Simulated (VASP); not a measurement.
# SrY4 in VASP: notebook

Runs on SrY4. Level: PBE. Tasks: single point.

All numbers are computed with VASP 6.6.1; they aren't measurements. Logs are shortened: lines on timing, memory, paths and dates and some standing lists are left out, and cuts for length are marked.

## 1. The cell of the first run

The cell holds an amorphous packing of atoms, 20 atoms: a = 8.885 Å, b = 9.605 Å, c = 8.895 Å, α = 86.75°, β = 90.58°, γ = 88.76°.

## 2. Single point, PBE

File INCAR:

```
  ALGO = Normal
  EDIFF = 1E-6
  ENCUT = 520
  GGA = PE
  ISIF = 2
  ISMEAR = -1
  ISYM = 0
  LASPH = True
  LCHARG = False
  LREAL = Auto
  LWAVE = False
  NBANDS = 124
  NELM = 100
  PREC = Accurate
  SIGMA = 0.206
```

File KPOINTS:

```
Automatic mesh
0
Gamma
  1 1 1
  0.25 0.25 0.25
```

File POSCAR:

```
SrY4
1.0
    8.8840720000      0.1002130000     -0.0465070000
    0.1002130000      9.6010150000      0.2621380000
   -0.0465070000      0.2621380000      8.8911790000
Y Sr
16 4
Direct
    0.0757309193      0.9481487485      0.2130382485
    0.5732873673      0.5184549426      0.9104688066
    0.8679174831      0.3869459941      0.7193847958
    0.7765940362      0.1715528364      0.9684167354
    0.9581644131      0.7430174737      0.5030348886
    0.7733143203      0.0925708318      0.4419958474
    0.7385750810      0.9091412022      0.8289712146
    0.9709790482      0.6908715397      0.9240562628
    0.5082366806      0.2451613509      0.2341715825
    0.3076544464      0.6030464327      0.1736801947
    0.1657649267      0.2663355302      0.4084939203
    0.7065795749      0.8067705493      0.1557553479
    0.1326236458      0.2588018785      0.0339159881
    0.1068143399      0.0790429261      0.7347370309
    0.6133753192      0.6103150328      0.5169759246
    0.8420687584      0.3982434721      0.2495678407
    0.3549492610      0.9413023709      0.4711231777
    0.3019241560      0.5907215675      0.7259750385
    0.4929184010      0.2150738879      0.6980618788
    0.3919031301      0.9828468671      0.0461577398
```

Potentials or basis: VASP PAW PBE potentials, release 64 (Y_sv, Sr_sv).

Launch:

```
cat potpaw_PBE.64/Y_sv/POTCAR potpaw_PBE.64/Sr_sv/POTCAR > POTCAR
mpirun -np 1 vasp_std > vasp.out
```

OUTCAR:

```text
EDIFF = 1E-6
   ENCUT = 520
   GGA = PE
   ISIF = 2
   ISMEAR = -1
   ISYM = 0
   LASPH = True
   LREAL = Auto
   NELM = 100
   PREC = Accurate

 ion  position               nearest neighbor table
   1  0.076  0.948  0.213-  20 3.21   5 3.35  13 3.35  17 3.36  12 3.62   6 3.68  11 3.70   8 3.79
                            10 3.90   4 3.94
   2  0.573  0.518  0.910-  18 2.95   3 3.40  10 3.46  15 3.58  19 3.64   4 3.76  12 3.82   9 3.84
                            16 3.93   8 3.94   7 4.09
   3  0.868  0.387  0.719-   4 3.07   2 3.40  15 3.50  14 3.60   8 3.65  19 3.76  13 3.77   5 3.93
                             6 3.95  11 4.05  16 4.18  18 4.36
   4  0.777  0.172  0.968-   7 2.90   3 3.07  13 3.34  16 3.46   9 3.46  19 3.47  14 3.73   2 3.76
                            12 3.86   1 3.94  20 3.95   6 4.24
   5  0.958  0.743  0.503-  15 3.34   1 3.35   6 3.72   8 3.75  12 3.81  18 3.84   7 3.91   3 3.93
                            17 4.05  14 4.16  16 4.25
   6  0.773  0.093  0.442-   9 3.25  16 3.38  19 3.62   1 3.68   5 3.72   7 3.80  12 3.90  11 3.90
                            14 3.92   3 3.95  17 4.03   4 4.24
   7  0.739  0.909  0.829-   4 2.90   8 2.99  12 3.03  20 3.73  19 3.75  14 3.77   6 3.80   5 3.91
                             2 4.09  15 4.26  17 4.63
   8  0.971  0.691  0.924-   7 2.99  12 3.35  18 3.58   3 3.65   5 3.75  10 3.76   1 3.79   2 3.94
                            16 4.11  14 4.21
   9  0.508  0.245  0.234-   6 3.25  20 3.28  16 3.34  11 3.44   4 3.46  13 3.76  17 3.79   2 3.84
                            10 3.85  19 4.12
  10  0.308  0.603  0.174-   2 3.46   8 3.76   9 3.85  20 3.85   1 3.90  13 3.94  11 3.98  18 3.99
                            15 4.07  12 4.09  17 4.33
  11  0.166  0.266  0.408-  13 3.35  14 3.38  16 3.38   9 3.44  17 3.53   1 3.70  19 3.87   6 3.90
                            10 3.98   3 4.05  18 4.50
  12  0.707  0.807  0.156-   7 3.03  20 3.34   8 3.35   1 3.62  15 3.74   5 3.81   2 3.82   4 3.86
                             6 3.90  10 4.09  16 4.12  17 4.44
  13  0.133  0.259  0.034-  14 3.26   4 3.34  11 3.35   1 3.35  20 3.47  16 3.52   9 3.76   3 3.77
                            10 3.94  18 4.39  19 4.43
  14  0.107  0.079  0.735-  13 3.26  11 3.38  17 3.53   3 3.60  19 3.71   4 3.73   7 3.77  20 3.80
                             6 3.92   5 4.16   8 4.21
  15  0.613  0.610  0.517-   5 3.34  18 3.35   3 3.50   2 3.58  12 3.74  16 3.80  17 3.88  10 4.07
                            19 4.20   7 4.26
  16  0.842  0.398  0.250-   9 3.34  11 3.38   6 3.38   4 3.46  13 3.52  15 3.80   2 3.93   8 4.11
                            12 4.12   3 4.18   5 4.25
  17  0.355  0.941  0.471-   1 3.36  14 3.53  11 3.53  19 3.63   9 3.79  20 3.80  15 3.88  18 3.99
                             6 4.03   5 4.05  10 4.33  12 4.44   7 4.63
  18  0.302  0.591  0.726-   2 2.95  15 3.35   8 3.58   5 3.84  19 3.98  17 3.99  10 3.99   3 4.36
                            13 4.39  11 4.50  20 4.92
  19  0.493  0.215  0.698-   4 3.47   6 3.62  17 3.63   2 3.64  14 3.71   7 3.75   3 3.76  20 3.84
                            11 3.87  18 3.98   9 4.12  15 4.20  13 4.43
  20  0.392  0.983  0.046-   1 3.21   9 3.28  12 3.34  13 3.47   7 3.73  14 3.80  17 3.80  19 3.84
                            10 3.85   4 3.95  18 4.92

IMPORTANT INFORMATION: All symmetrisations will be switched off!
[... 127 lines left out ...]
     AMIX     =   0.40;   BMIX     =  1.00
     AMIX_MAG =   1.60;   BMIX_MAG =  1.00
  volume/ion in A,a.u.               =      37.88       255.65
  Fermi-wavevector in a.u.,A,eV,Ry     =   1.077460  2.036105 15.795286  1.160921
  Thomas-Fermi vector in A             =   2.213373
   LORBIT       =      0    0 simple, 1 ext, 2 COOP (PROOUT), +10 PAW based schemes
   GGA     = PE    functional components
   LHFCALC =     F    Hartree Fock is set to
   AEXX    =    0.0000 exact exchange contribution
   IVDW    =     0    specifies the selected vdW correction
   LEPSILON=     F    determine dielectric tensor
   LRPA    =     F    only Hartree local field effects (RPA)
 non-spin polarized calculation
  energy-cutoff  :      520.00
  volume of cell :      757.66
 maximum number of plane-waves:     20419
 NGX is ok and might be reduce to    70
   NGX = 33   NGY = 35   NGZ = 33

 number of electron     216.0000002 magnetization

 Free energy of the ion-electron system (eV)
  ---------------------------------------------------
  ext. energy  EPLUGINS =         0.00000000
  ---------------------------------------------------
  free energy    TOTEN  =      -103.04780404 eV

  energy without entropy =      -98.46777664  energy(sigma->0) =     -100.75779034

 E-fermi :   2.3642     XC(G=0):  -8.7552

 val. band max:        2.3115625729   @ k =   0.2500   0.2500   0.2500
 cond. band min:       2.3865688392   @ k =   0.2500   0.2500   0.2500
 fundamental gap:      0.0750062663
 Fermi energy:         2.3641679176

 k-point     1 :       0.2500    0.2500    0.2500
  band No.  band energies     occupation
      1     -41.0737      2.00000
      2     -40.8259      2.00000
      3     -40.7957      2.00000
      4     -40.6517      2.00000
      5     -40.6400      2.00000
      6     -40.6211      2.00000
[... 112 lines left out ...]
    119       2.9656      0.10241
    120       2.9990      0.08775
 [bands above 120 left out]

------------------------ aborting loop because EDIFF is reached ----------------------------------------

  FORCE on cell =-STRESS in cart. coord.  units (eV):
  Direction    XX          YY          ZZ          XY          YZ          ZX
  --------------------------------------------------------------------------------------
  -------------------------------------------------------------------------------------
  Total        7.9968175     -4.4747237     -0.7836168     -4.2329790     -2.0501891     -0.4236915
  in kB       16.9103819     -9.4624251     -1.6570666     -8.9512223     -4.3354098     -0.8959546
  external PRESSURE =       1.9302967 kB  Pullay stress =       0.0000000 kB

 VOLUME and BASIS-vectors are now :
 -----------------------------------------------------------------------------
  energy-cutoff  :      520.00
  volume of cell :      757.66
      direct lattice vectors                 reciprocal lattice vectors
     8.884072000  0.100213000 -0.046507000     0.112577710 -0.001192095  0.000624006
     0.100213000  9.601015000  0.262138000    -0.001192095  0.104252188 -0.003079895
    -0.046507000  0.262138000  8.891179000     0.000624006 -0.003079895  0.112565092

 POSITION                                       TOTAL-FORCE (eV/Angst)
 -----------------------------------------------------------------------------------
      0.75791      9.16662      2.13919        -1.490197     -0.052370     -0.628763
      5.10274      5.27381      8.20439         1.849303     -0.085419      1.479377
      7.71596      3.99063      6.45725         0.855376      0.377461     -1.057233
      6.87147      1.97876      8.61922         0.196414      0.131360      1.636954
      8.56347      7.36161      4.62278         0.065579     -0.048317      0.161970
      6.85890      1.08213      3.91817         1.046771     -0.808468      0.153763
[... 12 lines left out ...]
      4.36821      2.29731      6.24005        -0.304229      0.597206     -0.155991
      3.57804      9.48770      0.64981         0.240632     -0.758523     -1.002433
 -----------------------------------------------------------------------------------
    total drift:                               -0.000202     -0.000270     -0.000542

  FREE ENERGIE OF THE ION-ELECTRON SYSTEM (eV)
  ---------------------------------------------------
  free  energy   TOTEN  =      -103.0478040407 eV

  energy  without entropy=      -98.4677766431  energy(sigma->0) =     -100.75779034
```

Wall time 7.7 min (1 thread of Intel Xeon 6975P-C (Granite Rapids), shared host); peak memory 0.72 GiB.

Results:

- Free energy: -103.0478 eV
- Pressure: 0.2 GPa
- Largest force: 2.444 eV/Å
- Band gap on the k mesh: 0.07 eV

Forces on the atoms (eV/Å):
```
Y   -1.490 -0.052 -0.629
Y    1.849 -0.085  1.479
Y    0.855  0.377 -1.057
Y    0.196  0.131  1.637
Y    0.066 -0.048  0.162
Y    1.047 -0.808  0.154
Y   -0.598 -0.734 -2.254
Y    0.627 -0.752  0.355
Y   -0.478  1.244  0.019
Y   -0.339 -0.223  0.650
Y   -0.230  0.428  0.123
Y    0.104 -0.507  1.761
Y    0.540  1.583 -0.195
Y   -1.391 -0.760  0.088
Y    0.298 -0.225 -0.590
Y    0.103  1.293 -0.198
Sr   0.813 -0.865  0.187
Sr  -1.909  0.165 -0.534
Sr  -0.304  0.597 -0.156
Sr   0.241 -0.759 -1.002
```

Caveat: the k points lie up to 0.71 Å⁻¹ apart.

## 3. Single point, PBE

File INCAR:

```
ALGO = Normal ; EDIFF = 1E-7
ENCUT = 520 ; GGA = PE
ISIF = 2 ; ISMEAR = -1
ISYM = 0 ; LASPH = True
LCHARG = False ; LREAL = Auto
LWAVE = False ; NBANDS = 124
NELM = 80 ; PREC = Accurate
SIGMA = 0.206
```

KPOINTS is that of step 2.

File POSCAR:

```
SrY4
1.0
    8.8840720000      0.1002130000     -0.0465070000
    0.1002130000      9.6010150000      0.2621380000
   -0.0465070000      0.2621380000      8.8911790000
Y Sr
16 4
Direct
   -0.0063695718      0.9604851326      0.1687780798
    0.6000659156      0.5459026227      0.9236101808
    0.9090453377      0.3503063053      0.6981847264
    0.7515374039      0.1612654502      0.9673232254
    0.9681827858      0.7520755821      0.4846437900
    0.7584827237      0.1098911699      0.4285086494
    0.7209436994      0.8819478946      0.7707738053
    0.9800295040      0.6691966933      0.9658951135
    0.4439595431      0.2846453635      0.1749997228
    0.2960742174      0.5661611727      0.1834858084
    0.2056931289      0.2705913139      0.3925932550
    0.7364153338      0.7994544705      0.2004983897
    0.0976812092      0.2153410943      0.0223164753
    0.0561806505      0.0365298070      0.6957813967
    0.5576028611      0.6422359704      0.4891383902
    0.7632162891      0.4448452272      0.2426245228
    0.3411176007      0.8846929682      0.4470093011
    0.2221637266      0.5598913631      0.7165574291
    0.4608217694      0.2440390057      0.6876741027
    0.4110505017      0.9630445991      0.0375823207
```

Potentials or basis: VASP PAW PBE potentials, release 64 (Y_sv, Sr_sv).

Launch:

```
cat potpaw_PBE.64/Y_sv/POTCAR potpaw_PBE.64/Sr_sv/POTCAR > POTCAR
mpirun -np 1 vasp_std > vasp.out
```

It took 8.1 min on 1 thread of Intel Xeon 6975P-C (Granite Rapids), shared host; peak memory 0.73 GiB.

It converged, with:

```
Free energy            : -102.9383 eV
Pressure               : 0.5 GPa
Largest force          : 2.370 eV/Å
Band gap on the k mesh : 0.14 eV
```

Forces in eV/Å, atoms in the order of the input:
```
Y    1.441 -0.019  0.302
Y    0.253  0.115 -0.360
Y   -0.558  0.901 -0.623
Y   -0.418  0.362  0.546
Y   -0.779 -0.545  0.021
Y    0.082 -0.540 -0.209
Y   -0.119 -0.334 -0.385
Y   -0.415 -0.233 -0.045
Y    1.293 -0.502 -0.546
Y   -0.320  1.034  0.416
Y   -1.962 -0.350  0.699
Y   -1.824 -0.498 -0.229
Y    0.739  2.211 -0.428
Y    0.106 -0.370  0.386
Y    1.130 -1.663  0.348
Y    1.166 -0.150  0.313
Sr  -0.315  1.519 -0.021
Sr   0.802  0.021  0.012
Sr   0.276 -0.058  0.203
Sr  -0.579 -0.903 -0.400
```

Stress tensor (GPa, compression positive):
```
 1.83 -0.29 -0.33
-0.29  0.59 -0.66
-0.33 -0.66 -0.86
```

Levels at points of the mesh, in eV from the valence-band top:
```csv
k point,band 104,band 105,band 106,band 107,band 108,band 109,band 110,band 111,band 112,band 113
"(0.25, 0.25, 0.25)",-0.19,-0.14,-0.09,-0.04,0.00,0.14,0.22,0.24,0.28,0.35
```

Caveat: the k points lie up to 0.71 Å⁻¹ apart.

## 4. Single point, PBE

File INCAR:

```
SYSTEM = SrY4
PREC = Accurate
ENCUT = 520
EDIFF = 1E-6
ISMEAR = -1
SIGMA = 0.1482
LREAL = Auto
LASPH = .TRUE.
NELM = 80
ALGO = Normal
ISIF = 2
LWAVE = .FALSE.
LCHARG = .FALSE.
GGA = PE
ISYM = 0
NBANDS = 124
```

KPOINTS is that of step 3.

File POSCAR:

```
SrY4
1.0
    8.8840720000      0.1002130000     -0.0465070000
    0.1002130000      9.6010150000      0.2621380000
   -0.0465070000      0.2621380000      8.8911790000
Y Sr
16 4
Direct
    1.0222666992      0.9256407224      0.1719137529
    0.6123061403      0.5261078239      0.9436360092
    0.8854107115      0.3744754813      0.7010949327
    0.7639010861      0.1554074921      0.9698346573
    0.9604677467      0.7241420343      0.4814987224
    0.7611465026      0.0941869895      0.4411398816
    0.7660908710      0.8712996121      0.7585740710
    0.9479244158      0.6706930494      0.9837857259
    0.4246012691      0.2823395681      0.1419214484
    0.3049743648      0.5708554964      0.2085139130
    0.1876147872      0.2815075020      0.3996170347
    0.7121931957      0.8137301167      0.2070433385
    0.1079688890      0.2492934558      0.0428930765
    0.0446350880      0.0467697136      0.6931702449
    0.5607648436      0.6245894487      0.5157337246
    0.7907761769      0.4438327475      0.2399273706
    0.3387642951      0.9061584370      0.4192969628
    0.2397574572      0.5770158354      0.7430494452
    0.4892859352      0.2402660103      0.6790645391
    0.4091196220      0.9411329754      0.0329829385
```

Launch:

```
cat potpaw_PBE.64/Y_sv/POTCAR potpaw_PBE.64/Sr_sv/POTCAR > POTCAR
mpirun -np 1 vasp_std > vasp.out
```

It took 4.9 min on 1 thread of Intel Xeon 6975P-C (Granite Rapids), shared host; peak memory 0.73 GiB.

Results (log left out):

```
Free energy            : -103.2039 eV
Pressure               : 0.2 GPa
Largest force          : 2.101 eV/Å
Band gap on the k mesh : 0.10 eV
```

Forces in eV/Å, atoms in the order of the input:
```
Y    0.561  1.231 -0.137
Y   -0.196  0.560 -0.792
Y    0.061  0.602 -0.488
Y   -0.180 -0.009  0.795
Y   -0.255 -0.312 -0.132
Y    0.469 -0.200 -0.982
Y   -1.476 -0.300  0.127
Y    0.857 -1.099 -0.176
Y    2.015 -0.558  0.203
Y   -0.635  0.909  0.114
Y   -1.338 -0.124  0.845
Y   -0.892 -0.686  0.232
Y   -0.614  0.711 -0.858
Y    0.966  0.064  0.481
Y    1.102 -0.744 -0.097
Y    0.398 -0.317  0.999
Sr   0.069  0.663  0.639
Sr   0.081 -0.043  0.225
Sr  -0.456  0.002  0.219
Sr  -0.538 -0.351 -1.214
```

Stress tensor (GPa, compression positive):
```
 1.84  0.30  0.12
 0.30 -0.81 -0.54
 0.12 -0.54 -0.44
```

Levels at points of the mesh, in eV from the valence-band top:
```
           k point  band 106  band 107  band 108  band 109  band 110  band 111
(0.25, 0.25, 0.25)     -0.10     -0.01      0.00      0.10      0.15      0.25
```

Caveat: the k points lie up to 0.71 Å⁻¹ apart.

## 5. Single point, PBE

File INCAR:

```
PREC = Accurate
ENCUT = 520
EDIFF = 1E-6
ISMEAR = -1
SIGMA = 0.1482
LREAL = Auto
LASPH = T
NELM = 60
ALGO = Normal
ISIF = 2
LWAVE = F
LCHARG = T
GGA = PE
LELF = T
LVHAR = T
NBANDS = 124
ISYM = 0
```

KPOINTS is that of step 4.

File POSCAR:

```
SrY4
1.0
    8.8840720000      0.1002130000     -0.0465070000
    0.1002130000      9.6010150000      0.2621380000
   -0.0465070000      0.2621380000      8.8911790000
Y Sr
16 4
Direct
    1.0320845781      0.9255929135      0.1894584602
    0.5951354950      0.5387928300      0.9381304652
    0.8861412765      0.3815227676      0.6890886076
    0.7518849042      0.1531038306      1.0078400828
    0.9274368672      0.7015820744      0.4675543012
    0.7683700959      0.1338482998      0.4272817882
    0.7580948063      0.8685648134      0.7421748985
    0.9570640024      0.6488133687      0.9757679535
    0.4428922032      0.2694432913      0.1257862722
    0.3233428196      0.5537919667      0.2354708848
    0.1655756040      0.2938093198      0.3943513945
    0.7164868882      0.8055860417      0.2137806406
    0.1245382408      0.2727602907      0.0228315123
    0.0705825804      0.0671269353      0.6837619694
    0.5775538811      0.6023629036      0.5280894796
    0.7517979783      0.4497521297      0.2606570788
    0.3784794729      0.9052023638      0.4261494463
    0.2306159320      0.5820542444      0.7454995248
    0.4910826285      0.2456713788      0.6957424854
    0.3892887929      0.9437350738      0.0117442050
```

Launch:

```
cat potpaw_PBE.64/Y_sv/POTCAR potpaw_PBE.64/Sr_sv/POTCAR > POTCAR
mpirun -np 1 vasp_std > vasp.out
```

Wall time 4.7 min (1 thread of Intel Xeon 6975P-C (Granite Rapids), shared host); peak memory 0.69 GiB.

Results (log left out):

| Item | Value |
| --- | --- |
| Free energy | -103.9695 eV |
| Pressure | 0.1 GPa |
| Largest force | 1.445 eV/Å |
| Band gap on the k mesh | 0.04 eV |

Forces in eV/Å, atoms in the order of the input:
```
Y    0.460  1.085 -0.163
Y    0.315  0.585 -0.318
Y   -0.193  0.297  0.123
Y    0.996 -0.027 -0.023
Y    1.186 -0.275  0.423
Y    0.338 -0.861 -0.531
Y   -0.747  0.247  0.308
Y    0.020 -0.436  0.627
Y    0.814 -0.235  1.008
Y   -0.433  1.138 -0.341
Y   -0.790 -0.545  0.541
Y   -1.335  0.078 -0.547
Y   -1.096  0.439 -0.596
Y   -0.031 -0.526  0.472
Y    0.208 -0.446  0.389
Y    0.769 -0.250 -0.249
Sr  -0.237  0.604  0.512
Sr   0.462  0.086 -0.486
Sr  -0.585 -0.161 -0.218
Sr  -0.121 -0.798 -0.931
```

Stress tensor (GPa, compression positive):
```
 1.59  0.23 -0.12
 0.23 -0.63 -0.50
-0.12 -0.50 -0.67
```

Levels at points of the mesh, in eV from the valence-band top:
```
           k point  band 106  band 107  band 108  band 109  band 110  band 111
(0.25, 0.25, 0.25)     -0.11     -0.09      0.00      0.04      0.09      0.17
```

Caveat: the k points lie up to 0.71 Å⁻¹ apart.
